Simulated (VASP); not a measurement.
A run of VASP 6.6.1:

File INCAR:

```
SYSTEM = Zr
PREC = Accurate ; ENCUT = 520
EDIFF = 1E-6 ; ISMEAR = -1
SIGMA = 0.05 ; LREAL = .False.
LASPH = .True. ; NELM = 150
ALGO = Normal ; ISIF = 2
LWAVE = .False. ; LCHARG = .False.
LMAXMIX = 4 ; LDAU = .True.
LDAUTYPE = 2 ; LDAUL = 2
LDAUU = 4 ; LDAUJ = 0
LDAUPRINT = 1 ; GGA = PS
NBANDS = 19
```

The input KPOINTS:

```
Automatic mesh
0
Gamma
  12 12 6
  0 0 0
```

POSCAR

```
Zr
1.0
    3.2523463600      0.0000000000      0.0000000000
   -1.6261731800      2.8166145697      0.0000000000
    0.0000000000      0.0000000000      5.1758516643
Zr
2
Direct
    0.3333333333      0.6666666667      0.2500000000
    0.6666666667      0.3333333333      0.7500000000
```

Potentials or basis: VASP PAW PBE potentials, release 64 (Zr_sv).

Launch:

```bash
$ cat potpaw_PBE.64/Zr_sv/POTCAR > POTCAR
$ mpirun -np 1 vasp_std > vasp.out
```

Hardware: 1 thread of Intel(R) Xeon(R) 6975P-C (Granite Rapids), with other jobs on the host.

Problem. How long does it take, and how much memory?

Solution. Run time: 16 s on 1 thread of Intel(R) Xeon(R) 6975P-C (Granite Rapids) (shared host), peak memory 0.19 GiB. Counts: scf iterations 12, k points 76.
